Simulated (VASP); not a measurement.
LiF, 2 atoms in the cell. It takes space group Fm-3m (No. 225, cubic). The conventional cell has a = 3.889 Å, b = 3.889 Å, c = 3.889 Å, α = 90.00°, β = 90.00°, γ = 90.00°. Within 2.6 Å of Li (site symmetry m-3m) lie 6 F at 1.94 Å. Within 2.6 Å of F (site symmetry m-3m) lie 6 Li at 1.94 Å. 

```yaml
Program: VASP 6.6.1
Task: vibrations by perturbation theory
Functional: LDA
Potentials_or_basis: VASP PAW LDA potentials, release 64 (Li_sv, F)
Cutoff: 520 eV
k_mesh: 10 × 10 × 10
Occupations: gaussian, width 0.01 eV
Spin: no spin polarisation
Dipole_correction: no
Further_INCAR_settings: ALGO = Normal; EDIFF = 1e-08; NBANDS = 12; IBRION = 8; NSW = 1
```

Potentials or basis: VASP PAW LDA potentials, release 64 (Li_sv, F).

Run with:

```sh
$ cat potpaw_LDA.64/Li_sv/POTCAR potpaw_LDA.64/F/POTCAR > POTCAR
$ mpirun -np 1 vasp_std > vasp.out
```

Hardware: 1 thread of Intel(R) Xeon(R) 6975P-C (Granite Rapids) (shared host).

Q: Estimate the wall time of this run.

A: Wall time 37 s on 1 thread of Intel(R) Xeon(R) 6975P-C (Granite Rapids), on a shared host, peak memory 0.15 GiB. Counts: scf iterations 57, k points 47.
